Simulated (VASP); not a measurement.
Set up this calculation in VASP 6.6.1, as the native input.

| Item | Value |
| --- | --- |
| Task | single point |
| Functional | PBE |
| Potentials or basis | VASP PAW PBE potentials, release 64 (Zr_sv, B) |
| Cutoff | 520 eV |
| k mesh | 15 × 15 × 12 |
| Occupations | gaussian, width 0.1 eV |
| Spin | no spin polarisation |
| Dipole correction | no |
| Further INCAR settings | ALGO = Normal; EDIFF = 1e-06; NBANDS = 16 |

The structure of ZrB2 lies in POSCAR:

```
ZrB2
1.0
    3.2285917885      0.0000000000      0.0000000000
   -1.6142958943      2.7960425073      0.0000000000
    0.0000000000      0.0000000000      3.6224514839
Zr B
1 2
Direct
    0.0000000000      0.0000000000      0.0000000000
    0.3333333333      0.6666666667      0.5000000000
    0.6666666667      0.3333333333      0.5000000000
```

This cell differs from its parent crystal: volume scaled by 1.06, then relaxed in part.

One way to write it, as run:

INCAR

```
  PREC = Accurate
  ENCUT = 520
  EDIFF = 1E-6
  ISMEAR = 0
  SIGMA = 0.1
  LREAL = F
  LASPH = T
  NELM = 80
  ALGO = Normal
  ISIF = 2
  LWAVE = F
  LCHARG = F
  GGA = PE
  NBANDS = 16
```

KPOINTS

```
regular mesh
0
Gamma
  15 15 12
```

Potentials or basis: VASP PAW PBE potentials, release 64 (Zr_sv, B).

Run with:

```console
$ cat potpaw_PBE.64/Zr_sv/POTCAR potpaw_PBE.64/B/POTCAR > POTCAR
$ mpirun -np 1 vasp_std > vasp.out
```

Results of the run:

| Property | Result |
| --- | --- |
| Pressure | -12.3 GPa |
| Band gap on the k mesh | zero (band 9 reaches 10.62 eV, above the bottom of band 10 at 9.64 eV) |

It took 33 s on 1 thread of AMD EPYC 9R45 96-Core Processor (Zen 5), with other jobs on the host, peak memory 0.19 GiB.
